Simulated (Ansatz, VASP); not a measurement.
## One calculation of TiC, two programs

File INCAR:

```
ALGO     = Normal         # electronic algorithm
EDIFF    = 1E-6           # SCF threshold, eV
ENCUT    = 520            # plane-wave cutoff, eV
GGA      = PE             # functional
ISIF     = 2              # what is computed and relaxed
ISMEAR   = 0              # smearing method
LASPH    = True           # aspherical terms in the spheres
LCHARG   = False          # write CHGCAR
LREAL    = Auto         
LWAVE    = False          # write WAVECAR
NBANDS   = 78             # bands
NELM     = 60             # most SCF steps
PREC     = Accurate       # precision mode
SIGMA    = 0.1            # smearing width, eV
```

Contents of KPOINTS:

```
k-points
0
Gamma
  5 5 5
```

The input POSCAR:

```
TiC
1.0
    0.0000000000      4.3327798708     -4.3327798708
    4.3327798708      4.3327798708      0.0000000000
    4.3327798708      0.0000000000     -4.3327798708
Ti C
8 8
Direct
    0.0000000000      0.0000000000      0.5000000000
    0.0000000000      0.5000000000      0.5000000000
    0.5000000000      0.0000000000      0.5000000000
    0.5000000000      0.5000000000      0.5000000000
    0.0000000000      0.0000000000      1.0000000000
    0.0000000000      0.5000000000      1.0000000000
    0.5000000000      0.0000000000      1.0000000000
    0.5000000000      0.5000000000      1.0000000000
    0.2500000000      0.7500000000      0.2500000000
    0.2500000000      0.2500000000      0.2500000000
    0.7500000000      0.7500000000      0.2500000000
    0.7500000000      0.2500000000      0.2500000000
    0.2500000000      0.7500000000      0.7500000000
    0.2500000000      0.2500000000      0.7500000000
    0.7500000000      0.7500000000      0.7500000000
    0.7500000000      0.2500000000      0.7500000000
```

Input for Ansatz:

```yaml
crystal:
  lattice:
    - [0.0, 4.3327798708, -4.3327798708]
    - [4.3327798708, 4.3327798708, 0.0]
    - [4.3327798708, 0.0, -4.3327798708]
  atoms:
    - { symbol: Ti, position: [0.0, 0.0, 0.5] }
    - { symbol: Ti, position: [0.0, 0.5, 0.5] }
    - { symbol: Ti, position: [0.5, 0.0, 0.5] }
    - { symbol: Ti, position: [0.5, 0.5, 0.5] }
    - { symbol: Ti, position: [0.0, 0.0, 1.0] }
    - { symbol: Ti, position: [0.0, 0.5, 1.0] }
    - { symbol: Ti, position: [0.5, 0.0, 1.0] }
    - { symbol: Ti, position: [0.5, 0.5, 1.0] }
    - { symbol: C, position: [0.25, 0.75, 0.25] }
    - { symbol: C, position: [0.25, 0.25, 0.25] }
    - { symbol: C, position: [0.75, 0.75, 0.25] }
    - { symbol: C, position: [0.75, 0.25, 0.25] }
    - { symbol: C, position: [0.25, 0.75, 0.75] }
    - { symbol: C, position: [0.25, 0.25, 0.75] }
    - { symbol: C, position: [0.75, 0.75, 0.75] }
    - { symbol: C, position: [0.75, 0.25, 0.75] }
basis:
  ecutwfc: 420
  xc_grid: 2
kpoints:
  mp_grid: { grid: [5, 5, 5], shift: [0.0, 0.0, 0.0] }
hamiltonian:
  xc: pbe
scf:
  occupations: { method: gaussian, width: 0.1 }
output:
  forces: true
  stress: true
  eigenvalues: true
  write_density: true
  write_potential: true
  elf: true
  volumetric_format: npy
```

Alike in both runs: task single point; functional PBE; k mesh 5 × 5 × 5; occupations gaussian, width 0.1 eV; no spin polarisation.

|  | VASP | Ansatz |
| --- | --- | --- |
| version | VASP 6.6.1 | Ansatz 0.2.0 |
| potentials or method | VASP PAW PBE potentials, release 64 (Ti_sv, C), cutoff 520 eV | scalar-relativistic, plane waves, PAW |
| valence electrons in the cell | 128 | 128 |

VASP gave:

| Property | Result |
| --- | --- |
| gap on the k mesh at the Fermi level (eV) | none |
| pressure (GPa) | 0.0 |

**Question.** What did Ansatz give for the same quantities?

**Answer.** gap on the k mesh at the Fermi level (eV): none; pressure (GPa): 0.1.

A gap of «none» marks a metal or a gap that the smearing closes. With one functional, cell and mesh, what is left measures potentials, basis and numerics.
